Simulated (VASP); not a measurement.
# Ir (Fm-3m) in VASP: notebook, part 2 of 2

VASP 6.6.1.

### 3 Single point, PBEsol

This run uses another cell than the first one, of 13.00 Å³/atom, 1.028 times its volume.

Contents of INCAR:

```
SYSTEM = Ir
PREC = Accurate
ENCUT = 500
EDIFF = 1E-6
ISMEAR = -1
SIGMA = 0.05
LREAL = .FALSE.
LASPH = .TRUE.
NELM = 120
ALGO = Normal
ISIF = 2
LWAVE = .FALSE.
LCHARG = .FALSE.
GGA = PS
NBANDS = 10
GGA_COMPAT = .FALSE.
```

Contents of KPOINTS:

```
Automatic mesh
0
G
  13 13 13
  0 0 0
```

Contents of POSCAR:

```
Ir
1.0
    0.0000000000      1.8664602246      1.8664602246
    1.8664602246      0.0000000000      1.8664602246
    1.8664602246      1.8664602246      0.0000000000
Ir
1
Direct
    0.0000000000      0.0000000000      0.0000000000
```

Potentials or basis: VASP PAW PBE potentials, release 64 (Ir).

Command:

```sh
$ cat potpaw_PBE.64/Ir/POTCAR > POTCAR
$ mpirun -np 1 vasp_std > vasp.out
```

OUTCAR:

```text
SYSTEM = Ir
   PREC = Accurate
   ENCUT = 500
   EDIFF = 1E-6
   ISMEAR = -1
   LREAL = .FALSE.
   LASPH = .TRUE.
   NELM = 120
   ISIF = 2
   GGA = PS

 ion  position               nearest neighbor table
   1  0.000  0.000  0.000-

  LATTYP: Found a face centered cubic cell.
 ALAT       =     3.7329204492

  Lattice vectors:

 A1 = (   0.0000000000,   1.8664602246,   1.8664602246)
 A2 = (   1.8664602246,   0.0000000000,   1.8664602246)
 A3 = (   1.8664602246,   1.8664602246,   0.0000000000)

Analysis of symmetry for initial positions (statically):
=====================================================================
 Subroutine PRICEL returns:
 Original cell was already a primitive cell.

 Routine SETGRP: Setting up the symmetry group for a
 face centered cubic supercell.

 Subroutine GETGRP returns: Found 48 space group operations
 (whereof 48 operations were pure point group operations)
 out of a pool of 48 trial point group operations.

The static configuration has the point symmetry O_h .

Analysis of symmetry for dynamics (positions and initial velocities):
=====================================================================
 Subroutine PRICEL returns:
 Original cell was already a primitive cell.

 Routine SETGRP: Setting up the symmetry group for a
 face centered cubic supercell.

 Subroutine GETGRP returns: Found 48 space group operations
 (whereof 48 operations were pure point group operations)
 out of a pool of 48 trial point group operations.

The dynamic configuration has the point symmetry O_h .

 Subroutine INISYM returns: Found 48 space group operations
 (whereof 48 operations are pure point group operations),
 and found     1 'primitive' translations

----------------------------------------------------------------------------------------

                                     Primitive cell

  volume of cell :      13.0043

  direct lattice vectors                    reciprocal lattice vectors
     0.000000000  1.866460225  1.866460225    -0.267886770  0.267886770  0.267886770
     1.866460225  0.000000000  1.866460225     0.267886770 -0.267886770  0.267886770
     1.866460225  1.866460225  0.000000000     0.267886770  0.267886770 -0.267886770

  length of vectors
     2.639573363  2.639573363  2.639573363     0.463993495  0.463993495  0.463993495

  position of ions in fractional coordinates (direct lattice)
     0.000000000  0.000000000  0.000000000

  ion indices of the primitive-cell ions
   primitive index   ion index
                 1           1

----------------------------------------------------------------------------------------

 KPOINTS: Automatic mesh

Automatic generation of k-mesh.
 Grid dimensions read from file:
 generate k-points for:   13   13   13

 Generating k-lattice:

  Cartesian coordinates                     Fractional coordinates (reciprocal lattice)
    -0.020606675  0.020606675  0.020606675     0.076923077  0.000000000  0.000000000
     0.020606675 -0.020606675  0.020606675     0.000000000  0.076923077  0.000000000
     0.020606675  0.020606675 -0.020606675     0.000000000  0.000000000  0.076923077

  Length of vectors
     0.035691807  0.035691807  0.035691807

  Shift w.r.t. Gamma in fractional coordinates (k-lattice)
     0.000000000  0.000000000  0.000000000

 Subroutine IBZKPT returns following result:
 ===========================================

 Found     84 irreducible k-points:

 Following reciprocal coordinates:
            Coordinates               Weight
  0.000000  0.000000  0.000000      1.000000
  0.076923  0.000000  0.000000      8.000000
  0.153846  0.000000  0.000000      8.000000
  0.230769  0.000000  0.000000      8.000000
  0.307692  0.000000  0.000000      8.000000
  0.384615  0.000000  0.000000      8.000000
[... 16 lines left out ...]
  0.384615  0.153846  0.000000     24.000000
  0.461538  0.153846  0.000000     24.000000
 [... further k-points ...]
   k-points           NKPTS =     84   k-points in BZ     NKDIM =     84   number of bands    NBANDS=     10
   number of dos      NEDOS =    301   number of ions     NIONS =      1
   total plane-waves  NPLWV =   8000
   dimension x,y,z NGX =    20 NGY =   20 NGZ =   20
   dimension x,y,z NGXF=    40 NGYF=   40 NGZF=   40
   ions per type =               1
   NGX,Y,Z   is equivalent  to a cutoff of  12.60, 12.60, 12.60 a.u.
   NGXF,Y,Z  is equivalent  to a cutoff of  25.19, 25.19, 25.19 a.u.
 SYSTEM =  Ir
   PREC   = accura    normal or accurate (medium, high low for compatibility)
   ISTART =      0    job   : 0-new  1-cont  2-samecut
   ICHARG =      2    charge: 1-file 2-atom 10-const
   ISPIN  =      1    spin polarized calculation?
   LNONCOLLINEAR =      F non collinear calculations
   LSORBIT =      F    spin-orbit coupling
   LASPH  =      T    aspherical Exc in radial PAW
   ENCUT  =  500.0 eV  36.75 Ry    6.06 a.u.   4.81  4.81  4.81*2*pi/ulx,y,z
   NELM   =    120;   NELMIN=  2; NELMDL= -5     # of ELM steps
   EDIFF  = 0.1E-05   stopping-criterion for ELM
   LREAL  =      F    real-space projection
   EDIFFG = 0.1E-04   stopping-criterion for IOM
   NSW    =      0    number of steps for IOM
   IBRION =     -1    ionic relax: 0-MD 1-quasi-New 2-CG
   NFREE  =      0    steps in history (QN), initial steepest desc. (CG)
   ISIF   =      2    stress and relaxation
   ISYM   =      2    0-nonsym 1-usesym 2-fastsym
   POTIM  = 0.5000    time-step for ionic-motion
   TEBEG  =    0.0;   TEEND  =   0.0 temperature during run
   PSTRESS=    0.0 pullay stress
   NELECT =       9.0000    total number of electrons
   NUPDOWN=      -1.0000    fix difference up-down
   EMIN   =  10.00;   EMAX   =-10.00  energy-range for DOS
   EFERMI =   0.00;   METHOD = LEGACY
   ISMEAR =    -1;   SIGMA  =   0.05  broadening in eV -4-tet -1-fermi 0-gaus
   EFERMI_NEDOS =   21; number of points for ismear=-14 and -15
   IALGO  =     38    algorithm
   IMIX   =      4    mixing-type and parameters
     AMIX     =   0.40;   BMIX     =  1.00
     AMIX_MAG =   1.60;   BMIX_MAG =  1.00
  volume/ion in A,a.u.               =      13.00        87.76
  Fermi-wavevector in a.u.,A,eV,Ry     =   1.448083  2.736481 28.530679  2.096946
  Thomas-Fermi vector in A             =   2.565965
   LORBIT       =      0    0 simple, 1 ext, 2 COOP (PROOUT), +10 PAW based schemes
   GGA     = PS    functional components
   LHFCALC =     F    Hartree Fock is set to
   AEXX    =    0.0000 exact exchange contribution
   IVDW    =     0    specifies the selected vdW correction
   LEPSILON=     F    determine dielectric tensor
   LRPA    =     F    only Hartree local field effects (RPA)
 non-spin polarized calculation
  energy-cutoff  :      500.00
  volume of cell :       13.00
 maximum number of plane-waves:       338
   NGX =  9   NGY =  9   NGZ =  9

 number of electron       8.9999999 magnetization

 Free energy of the ion-electron system (eV)
  ---------------------------------------------------
  ext. energy  EPLUGINS =         0.00000000
  ---------------------------------------------------
  free energy    TOTEN  =        -9.69470530 eV

  energy without entropy =       -9.68599851  energy(sigma->0) =       -9.69035191

 E-fermi :  11.7995     XC(G=0): -14.5994

 val. band max:       11.7474490843   @ k =  -0.3077   0.3077   0.0769
 cond. band min:      11.8386854285   @ k =   0.4615   0.1538   0.0769
 fundamental gap:      0.0912363442
 Fermi energy:        11.7995402254

 k-point     1 :       0.0000    0.0000    0.0000
  band No.  band energies     occupation
      1      -0.3527      2.00000
      2       7.3401      2.00000
      3       7.3401      2.00000
      4       7.3401      2.00000
      5      10.4452      2.00000
      6      10.4452      2.00000
      7      25.8882      0.00000
      8      31.9825      0.00000
      9      31.9825      0.00000
     10      31.9825      0.00000

 k-point     2 :       0.0769    0.0000    0.0000
  band No.  band energies     occupation
      1      -0.0657      2.00000
      2       7.1807      2.00000
      3       7.4666      2.00000
      4       7.4666      2.00000
      5      10.3595      2.00000
      6      10.3595      2.00000
      7      26.4011      0.00000
      8      30.6520      0.00000
      9      32.4729      0.00000
     10      32.4729      0.00000
[... 274 lines left out ...]
 k-point    24 :       0.4615    0.1538    0.0000
  band No.  band energies     occupation
      1       3.5406      2.00000
      2       6.4823      2.00000
      3       7.7219      2.00000
      4       8.2368      2.00000
      5      12.9366      0.00000
      6      14.1491      0.00000
      7      21.1779      0.00000
      8      27.5478      0.00000
      9      31.0738      0.00000
     10      32.5471      0.00000

 [... further k-points ...]
[... 5 lines left out ...]
  --------------------------------------------------------------------------------------
  -------------------------------------------------------------------------------------
  Total        3.1150042      3.1150042      3.1150042      0.0000000      0.0000000      0.0000000
  in kB      383.7805922    383.7805922    383.7805922      0.0000000      0.0000000      0.0000000
  external PRESSURE =     383.7805922 kB  Pullay stress =       0.0000000 kB

 VOLUME and BASIS-vectors are now :
 -----------------------------------------------------------------------------
  energy-cutoff  :      500.00
  volume of cell :       13.00
      direct lattice vectors                 reciprocal lattice vectors
     0.000000000  1.866460225  1.866460225    -0.267886770  0.267886770  0.267886770
     1.866460225  0.000000000  1.866460225     0.267886770 -0.267886770  0.267886770
     1.866460225  1.866460225  0.000000000     0.267886770  0.267886770 -0.267886770

 POSITION                                       TOTAL-FORCE (eV/Angst)
 -----------------------------------------------------------------------------------
      0.00000      0.00000      0.00000         0.000000      0.000000      0.000000
 -----------------------------------------------------------------------------------
    total drift:                               -0.000000     -0.000000     -0.000000

  FREE ENERGIE OF THE ION-ELECTRON SYSTEM (eV)
  ---------------------------------------------------
  free  energy   TOTEN  =        -9.6947053029 eV

  energy  without entropy=       -9.6859985119  energy(sigma->0) =       -9.69035191
```

OSZICAR:

```text
N       E                     dE             d eps       ncg     rms          rms(c)
DAV:   1     0.458417600280E+02    0.45842E+02   -0.44519E+03  1704   0.820E+02
DAV:   2    -0.948847673531E+01   -0.55330E+02   -0.53354E+02  1722   0.198E+02
DAV:   3    -0.102677663889E+02   -0.77929E+00   -0.77724E+00  1984   0.281E+01
DAV:   4    -0.102748384291E+02   -0.70720E-02   -0.70702E-02  1966   0.252E+00
DAV:   5    -0.102749549518E+02   -0.11652E-03   -0.11652E-03  1978   0.299E-01    0.200E+01
DAV:   6    -0.981071825077E+01    0.46424E+00   -0.67839E-01  1908   0.102E+01    0.855E+00
DAV:   7    -0.970216280984E+01    0.10856E+00   -0.27524E-01  2082   0.597E+00    0.144E+00
DAV:   8    -0.969904221091E+01    0.31206E-02   -0.18638E-03  1846   0.484E-01    0.107E+00
DAV:   9    -0.969471128898E+01    0.43309E-02   -0.25630E-03  1844   0.744E-01    0.393E-02
DAV:  10    -0.969470333024E+01    0.79587E-05   -0.15122E-05  2468   0.407E-02    0.131E-02
DAV:  11    -0.969470533605E+01   -0.20058E-05   -0.11794E-06  1556   0.658E-03    0.106E-03
DAV:  12    -0.969470530285E+01    0.33199E-07   -0.26887E-08   894   0.171E-03
   1 F= -.96947053E+01 E0= -.96903519E+01  d E =-.870679E-02
```

stdout:

```text
POSCAR found type information on POSCAR Ir
 POSCAR found :  1 types and       1 ions
 scaLAPACK will be used
 -----------------------------------------------------------------------------
|                                                                             |
|                                                                             |
|     You enforced a specific xc type in the INCAR file but a different       |
|     I HOPE YOU KNOW WHAT YOU ARE DOING!                                     |
|                                                                             |
 -----------------------------------------------------------------------------

 LDA part: xc-table for (Slater+PW92), standard interpolation
 POSCAR, INCAR and KPOINTS ok, starting setup
 FFT: planning ... GRIDC
 FFT: planning ... GRID_SOFT
 FFT: planning ... GRID
 WAVECAR not read
 entering main loop
```

Run time: 11 s. Hardware: 1 thread of AMD EPYC 9R45 (Zen 5), shared host; peak memory 0.1 GiB.

Results:

* Free energy: -9.6947 eV
* Pressure: 38.4 GPa

Levels at points of the mesh, in eV from the Fermi level:
```tsv
k point	band 1	band 2	band 3	band 4	band 5	band 6	band 7	band 8	band 9
(0.00, 0.00, 0.00)	-12.15	-4.46	-4.46	-4.46	-1.35	-1.35	14.09	20.18	20.18
```

Caveat: the PAW data sets were made with another functional, which shifts forces and pressure a little; spin-orbit coupling is left out, which moves the levels of the heavy elements.
